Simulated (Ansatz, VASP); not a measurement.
One calculation of BP, two programs

File POSCAR:

```
BP
1.0
    0.0000000000      2.2690000000      2.4505200000
    2.2690000000      0.0000000000      2.4505200000
    2.2690000000      2.2690000000      0.0000000000
B P
1 1
Direct
    0.0000000000      0.0000000000      0.0000000000
    0.7500000000      0.7500000000      0.7500000000
```

The input INCAR.step1:

```
SYSTEM = BP
  ALGO = Normal
  EDIFF = 1E-4
  ENCUT = 520
  GGA = PE
  ISMEAR = 0
  LASPH = .True.
  LCHARG = .False.
  LREAL = .False.
  LWAVE = .True.
  NBANDS = 11
  NELM = 60
  PREC = Accurate
  SIGMA = 0.05
```

INCAR.step2

```
SYSTEM = BP
  ALGO = Normal
  EDIFF = 1E-7
  ENCUT = 520
  ISIF = 2
  ISMEAR = 0
  ISTART = 1
  LASPH = .True.
  LCHARG = .False.
  LMIXTAU = .True.
  LREAL = .False.
  LWAVE = .False.
  METAGGA = R2SCAN
  NBANDS = 11
  NELM = 60
  PREC = Accurate
  SIGMA = 0.05
```

File KPOINTS:

```
k-points
0
Gamma
  10 10 10
  0 0 0
```

Input for Ansatz:

```yaml
crystal:
  lattice:
    - [0.0, 2.269, 2.45052]
    - [2.269, 0.0, 2.45052]
    - [2.269, 2.269, 0.0]
  atoms:
    - { symbol: B, position: [0.0, 0.0, 0.0] }
    - { symbol: P, position: [0.75, 0.75, 0.75] }
basis:
  ecutwfc: 500
kpoints:
  mp_grid: { grid: [10, 10, 10] }
hamiltonian:
  xc: r2scan
scf:
  occupations: { method: gaussian, width: 0.05 }
output:
  forces: true
  stress: true
  eigenvalues: true
```

Change from the starting cell: strain +0.000 along x and y, +0.080 along z, atoms carried along.

Alike in both runs: task single point; functional r2SCAN; k mesh 10 × 10 × 10; occupations gaussian, width 0.05 eV; no spin polarisation.

|  | VASP | Ansatz |
| --- | --- | --- |
| version | VASP 6.6.1 | Ansatz 0.2.0 |
| potentials or method | VASP PAW PBE potentials, release 64 (B, P), cutoff 520 eV | scalar-relativistic, plane waves, PAW |
| valence electrons in the cell | 8 | 8 |

|  | VASP | Ansatz | Ansatz less VASP |
| --- | --- | --- | --- |
| gap on the k mesh at the Fermi level (eV) | 0.95 | 0.92 | -0.028 |
| least direct gap on the mesh (eV) | 3.13 | 3.09 | -0.038 |
| pressure (GPa) | -11.8 | -11.4 | +0.43 |
| traceless stress, the component that is largest in VASP (GPa) | -15.09 | -15.03 | +0.064 |

VASP's potentials were made for PBE, not for r2SCAN.
